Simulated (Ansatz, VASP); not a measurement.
Two plane-wave programs on GaAs

```xyz
2
Lattice="0.0000 2.8296 2.8296 2.8296 0.0000 2.8296 2.8296 2.8296 0.0000" Properties=species:S:1:pos:R:3 pbc="T T T"
Ga    0.0000    0.0000    0.0000
As    4.2443    4.2443    4.2443
```

Alike in both runs: functional PBEsol; k mesh 12 × 12 × 12; no spin polarisation.

Ansatz relaxed the structure, and its values are those at the end. VASP's run is a single point on that final structure, the one shown.

|  | VASP | Ansatz |
| --- | --- | --- |
| version | VASP 6.6.1 | Ansatz 0.2.0 |
| potentials or method | VASP PAW PBE potentials, release 64 (Ga_d, As), cutoff 520 eV | scalar-relativistic, plane waves, PAW |
| occupations | gaussian, width 0.01 eV | fixed |
| valence electrons in the cell | 18 | 28 |

Ansatz gave:

| Property | Result |
| --- | --- |
| gap on the k mesh at the Fermi level (eV) | 0.42 |
| least direct gap on the mesh (eV) | 0.42 |
| pressure (GPa) | 0.0 |

Which values does VASP return?

gap on the k mesh at the Fermi level (eV): 0.43; least direct gap on the mesh (eV): 0.43; pressure (GPa): 0.2.

VASP's potentials were made for PBE, not for PBEsol. VASP's potentials hold 18 valence electrons a cell and Ansatz's 28, so a difference there can come from the potentials and not from the codes.
